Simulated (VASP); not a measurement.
A run of VASP 6.6.1 is set up as follows.

File INCAR:

```
PREC = Accurate
ENCUT = 520
EDIFF = 1E-6
ISMEAR = -1
SIGMA = 0.01
LREAL = F
LASPH = T
NELM = 60
ALGO = Normal
ISIF = 2
LWAVE = F
LCHARG = F
GGA = PE
NBANDS = 17
```

KPOINTS

```
regular mesh
0
Gamma
  7 7 7
```

File POSCAR:

```
SnSe
1.0
    0.0000000000      3.0720683859      2.8896000000
    3.0720683859      0.0000000000      2.8896000000
    3.0720683859      3.0720683859      0.0000000000
Sn Se
1 1
Direct
    0.0000000000      0.0000000000      0.0000000000
    0.5000000000      0.5000000000      0.5000000000
```

Potentials or basis: VASP PAW PBE potentials, release 64 (Sn_d, Se).

The run is started by

```console
$ cat potpaw_PBE.64/Sn_d/POTCAR potpaw_PBE.64/Se/POTCAR > POTCAR
$ mpirun -np 1 vasp_std > vasp.out
```

**Question.** What does it give for the pressure?

**Answer.** 1.5 GPa.

**Question.** What does it give for the band gap on the k mesh?

**Answer.** 0.58 eV, indirect (least direct gap 0.59 eV).

Stress tensor (GPa, compression positive):
```
-1.24  0.00  0.00
 0.00 -1.24  0.00
 0.00  0.00  7.00
```

Caveat: spin-orbit coupling is left out, which moves the levels of the heavy elements. A k mesh can miss the band edges.
